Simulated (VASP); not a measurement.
Cd3Cl2: relaxation of cell and atoms with PBE

Crystal: Cd3Cl2.

```xyz
10
Lattice="0.0543 5.4065 5.3389 5.2575 -0.0089 5.4021 5.2725 5.4847 -0.0239" Properties=species:S:1:pos:R:3 pbc="T T T"
Cd    5.9263    8.0210    8.0409
Cd    9.9952    8.2003    7.9428
Cd    7.9960    8.2347    5.8392
Cd    7.8883    8.0946   10.2213
Cd    7.8478   10.3603    7.9340
Cd    8.1268    5.9618    8.0758
Cl    3.8370    1.3544    4.0365
Cl    1.4555    1.4177    1.4384
Cl    1.3556    4.1181    4.0128
Cl    3.7855    4.0897    1.4025
```

```yaml
Program: VASP 6.6.1
Task: relaxation of cell and atoms
Functional: PBE
Potentials_or_basis: VASP PAW PBE potentials, release 64 (Cd, Cl)
Cutoff: 600 eV
k_mesh: 2 × 2 × 2
Occupations: gaussian, width 0.1 eV
Spin: no spin polarisation
Dipole_correction: no
Further_INCAR_settings: ALGO = Normal; EDIFF = 1e-07; IBRION = 2; EDIFFG = -0.025; NSW = 80; ISIF = 3
```

The relaxed volume is 32.15 Å³/atom. The relaxed cell is a = 7.675 Å, b = 7.677 Å, c = 7.685 Å, α = 60.22°, β = 60.13°, γ = 60.20° and the space group after relaxing (to 0.1 Å) is F-43m (No. 216). The energy gained by relaxing is 37.0 meV/atom. The ionic steps are 17 and the pressure after relaxing is 0.0 GPa. The largest force after relaxing is 0.021 eV/Å and the band gap on the k mesh is 1.42 eV (least direct gap 1.49 eV).

Forces in eV/Å, atoms in the order of the input:
```
Cd   0.004  0.013  0.003
Cd   0.007 -0.019 -0.001
Cd   0.001 -0.006  0.006
Cd   0.004  0.002  0.006
Cd   0.001  0.008 -0.004
Cd  -0.010  0.014 -0.009
Cl   0.004 -0.003 -0.008
Cl   0.005  0.004  0.013
Cl  -0.011 -0.004  0.007
Cl  -0.004 -0.009 -0.013
```

Step by step:
```tsv
step	energy change (eV)	largest force (eV/Å)	pressure (GPa)	volume (Å³)
1	0.0000	0.9884	1.90	307.27
2	-0.2474	0.4890	0.02	323.70
3	-0.2642	0.3503	-0.51	329.94
4	-0.3017	0.2323	-0.29	326.45
5	-0.3279	0.2482	0.19	320.37
6	-0.3415	0.1561	0.07	321.40
7	-0.3495	0.1166	-0.09	322.94
8	-0.3571	0.0864	-0.01	321.84
9	-0.3608	0.0771	0.11	320.28
10	-0.3640	0.0585	-0.04	322.13
11	-0.3641	0.0633	-0.08	322.53
12	-0.3659	0.0562	0.01	321.56
13	-0.3663	0.0572	0.08	320.76
14	-0.3676	0.0408	0.05	321.09
15	-0.3691	0.0456	-0.03	322.03
16	-0.3701	0.0261	0.00	321.74
17	-0.3703	0.0205	0.02	321.53
```

Final structure:
```cif
data_structure
_symmetry_space_group_name_H-M 'P 1'
_symmetry_Int_Tables_number 1
_cell_length_a 7.6751
_cell_length_b 7.6774
_cell_length_c 7.6851
_cell_angle_alpha 60.224
_cell_angle_beta 60.127
_cell_angle_gamma 60.195
_cell_volume 321.53
loop_
_atom_site_label
_atom_site_type_symbol
_atom_site_fract_x
_atom_site_fract_y
_atom_site_fract_z
_atom_site_occupancy
Cd1 Cd 0.94173 0.55577 0.55146 1
Cd2 Cd 0.55547 0.94316 0.94924 1
Cd3 Cd 0.55452 0.55278 0.94587 1
Cd4 Cd 0.94812 0.94488 0.55327 1
Cd5 Cd 0.94948 0.55261 0.94287 1
Cd6 Cd 0.55181 0.95018 0.55553 1
Cl1 Cl 0.12871 0.61705 0.12681 1
Cl2 Cl 0.12683 0.12702 0.12772 1
Cl3 Cl 0.61567 0.12740 0.12996 1
Cl4 Cl 0.12765 0.12914 0.61727 1
```

Levels at points of the mesh, in eV from the valence-band top:
```csv
k point,band 48,band 49,band 50,band 51,band 52,band 53
"(0.00, 0.00, 0.00)",-0.52,-0.51,-0.51,2.57,2.98,3.00
"(0.50, 0.00, 0.00)",-1.11,-0.01,0.00,2.07,2.49,2.50
"(0.00, 0.50, 0.00)",-1.11,-0.01,0.00,2.07,2.49,2.50
"(0.50, 0.50, 0.00)",-0.59,-0.07,-0.07,1.42,2.24,3.15
"(0.00, 0.00, 0.50)",-1.12,-0.01,0.00,2.06,2.49,2.50
"(0.50, 0.00, 0.50)",-0.59,-0.07,-0.07,1.42,2.24,3.14
"(0.00, 0.50, 0.50)",-0.59,-0.08,-0.07,1.42,2.25,3.15
"(0.50, 0.50, 0.50)",-1.10,0.00,0.00,2.08,2.49,2.50
```

Run time: 39 min on 1 thread of Intel(R) Xeon(R) 6975P-C (Granite Rapids) (shared host), peak memory 0.66 GiB.

Caveat: the k points lie up to 0.50 Å⁻¹ apart in the final cell. A k mesh can miss the band edges.
